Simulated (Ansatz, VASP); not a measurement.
# Two plane-wave programs on NaCl

```xyz
2
Lattice="3.5022 0.0000 0.0000 0.0000 3.5022 0.0000 0.0000 0.0000 3.5022" Properties=species:S:1:pos:R:3 pbc="T T T"
Na    0.0000    0.0000    0.0000
Cl    1.7511    1.7511    1.7511
```

Alike in both runs: task single point; functional LDA; k mesh 6 × 6 × 6; occupations gaussian, width 0.1 eV; no spin polarisation.

|  | VASP | Ansatz |
| --- | --- | --- |
| version | VASP 6.6.1 | Ansatz 0.2.0 |
| potentials or method | VASP PAW LDA potentials, release 64 (Na_pv, Cl), cutoff 500 eV | scalar-relativistic, plane waves, PAW |
| valence electrons in the cell | 14 | 16 |

|  | VASP | Ansatz | Ansatz less VASP |
| --- | --- | --- | --- |
| gap on the k mesh at the Fermi level (eV) | 3.61 | 3.60 | -0.006 |
| least direct gap on the mesh (eV) | 4.12 | 4.11 | -0.007 |
| pressure (GPa) | -3.1 | -3.1 | +0.04 |

LDA's correlation is that of Perdew and Zunger in VASP and of Perdew and Wang (1992) in Ansatz. VASP's potentials hold 14 valence electrons a cell and Ansatz's 16, so a difference there can come from the potentials and not from the codes.
